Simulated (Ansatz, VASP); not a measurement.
# SnO2: VASP beside Ansatz

INCAR

```
  ALGO = Normal
  EDIFF = 1E-6
  ENCUT = 520
  GGA = PE
  ISIF = 2
  ISMEAR = 0
  IVDW = 12
  LASPH = True
  LCHARG = True
  LELF = True
  LREAL = False
  LVHAR = True
  LWAVE = False
  NBANDS = 64
  NELM = 100
  PREC = Accurate
  SIGMA = 0.05
```

File KPOINTS:

```
k-points
0
Gamma
  6 6 6
```

The input POSCAR:

```
SnO2
1.0
    3.2373377712      1.8690778337      4.2908446647
   -3.2373377712      1.8690778337      4.2908446647
    0.0000000000     -3.7381556673      4.2908446647
Sn O
4 8
Direct
    0.8623628268      0.8659869736      0.8659869734
    0.3624025311      0.3659816888      0.8659916371
    0.3624025311      0.8659916373      0.3659816886
    0.8623753838      0.3659910859      0.3659910857
    0.1054797739      0.6289977377      0.6289977603
    0.6054974753      0.1290481682      0.6290058737
    0.6054974753      0.6290058512      0.1290481908
    0.6418814113      0.5916653242      0.5916653029
    0.1054932186      0.1290337086      0.1290337311
    0.1419249670      0.0916097790      0.5916603740
    0.1419249670      0.5916603953      0.0916097577
    0.6418686113      0.0916410621      0.0916410407
```

Input for Ansatz:

```yaml
crystal:
  lattice:
    - [3.2373377712, 1.8690778337, 4.2908446647]
    - [-3.2373377712, 1.8690778337, 4.2908446647]
    - [0.0, -3.7381556673, 4.2908446647]
  atoms:
    - { symbol: Sn, position: [0.8623628268, 0.8659869736, 0.8659869734] }
    - { symbol: Sn, position: [0.3624025311, 0.3659816888, 0.8659916371] }
    - { symbol: Sn, position: [0.3624025311, 0.8659916373, 0.3659816886] }
    - { symbol: Sn, position: [0.8623753838, 0.3659910859, 0.3659910857] }
    - { symbol: O, position: [0.1054797739, 0.6289977377, 0.6289977603] }
    - { symbol: O, position: [0.6054974753, 0.1290481682, 0.6290058737] }
    - { symbol: O, position: [0.6054974753, 0.6290058512, 0.1290481908] }
    - { symbol: O, position: [0.6418814113, 0.5916653242, 0.5916653029] }
    - { symbol: O, position: [0.1054932186, 0.1290337086, 0.1290337311] }
    - { symbol: O, position: [0.141924967, 0.091609779, 0.591660374] }
    - { symbol: O, position: [0.141924967, 0.5916603953, 0.0916097577] }
    - { symbol: O, position: [0.6418686113, 0.0916410621, 0.0916410407] }
basis:
  ecutwfc: 520.0
kpoints:
  mp_grid: { grid: [6, 6, 6] }
hamiltonian:
  xc: pbe
  pseudopotentials: { kind: paw, azcp: { folder: soft_1 } }
  dispersion: d3bj
scf:
  occupations: { method: gaussian, width: 0.05 }
output:
  forces: true
  stress: true
  eigenvalues: true
```

Change from the starting cell: mode 20 frozen in at +0.050 Å and mode 26 at -0.138 Å (largest displacements).

Alike in both runs: task single point; functional PBE; dispersion D3(BJ); k mesh 6 × 6 × 6; occupations gaussian, width 0.05 eV; no spin polarisation.

```csv
,VASP,Ansatz
version,VASP 6.6.1,Ansatz 0.2.0
potentials or method,"VASP PAW PBE potentials, release 64 (Sn_d, O), cutoff 520 eV","scalar-relativistic, plane waves, PAW"
valence electrons in the cell,104,104
```

|  | VASP | Ansatz | Ansatz less VASP |
| --- | --- | --- | --- |
| gap on the k mesh at the Fermi level (eV) | 1.44 | 1.46 | +0.025 |
| least direct gap on the mesh (eV) | 1.44 | 1.46 | +0.025 |
| pressure (GPa) | 4.1 | 3.4 | -0.67 |
| traceless stress, the component that is largest in VASP (GPa) | -11.32 | -11.13 | +0.191 |
| rms of the force components (eV/Å) | 1.126 | 1.102 | -0.0239 |

Atom by atom the forces differ by 0.035 eV/Å (rms over components).
